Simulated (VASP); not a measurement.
HfB, 2 atoms in the cell. The structure is cubic, space group Fm-3m (No. 225). Conventional cell: a = 4.620 Å, b = 4.620 Å, c = 4.620 Å, α = 90.00°, β = 90.00°, γ = 90.00°. Within 3.1 Å of Hf (site symmetry m-3m) lie 6 B at 2.31 Å. Within 3.1 Å of B (site symmetry m-3m) lie 6 Hf at 2.31 Å. 

* Program: VASP 6.6.1
* Task: single point
* Functional: PBEsol
* Potentials or basis: VASP PAW PBE potentials, release 64 (Hf_pv, B)
* Cutoff: 520 eV
* k mesh: 6 × 6 × 6
* Occupations: fermi-dirac, width 0.03 eV
* Spin: no spin polarisation
* Dipole correction: no
* Further INCAR settings: ALGO = Normal; EDIFF = 1e-06; NBANDS = 14

Potentials or basis: VASP PAW PBE potentials, release 64 (Hf_pv, B).

Run with:

```sh
$ cat potpaw_PBE.64/Hf_pv/POTCAR potpaw_PBE.64/B/POTCAR > POTCAR
$ mpirun -np 1 vasp_std > vasp.out
```

Hardware: 1 thread of Intel(R) Xeon(R) Platinum 8488C (Sapphire Rapids), with other jobs on the host.

**Question.** How long does it take, and how much memory?

**Answer.** It took 4.9 s on 1 thread of Intel(R) Xeon(R) Platinum 8488C (Sapphire Rapids), on a shared host, peak memory 0.14 GiB. Counts: scf iterations 12, k points 16.
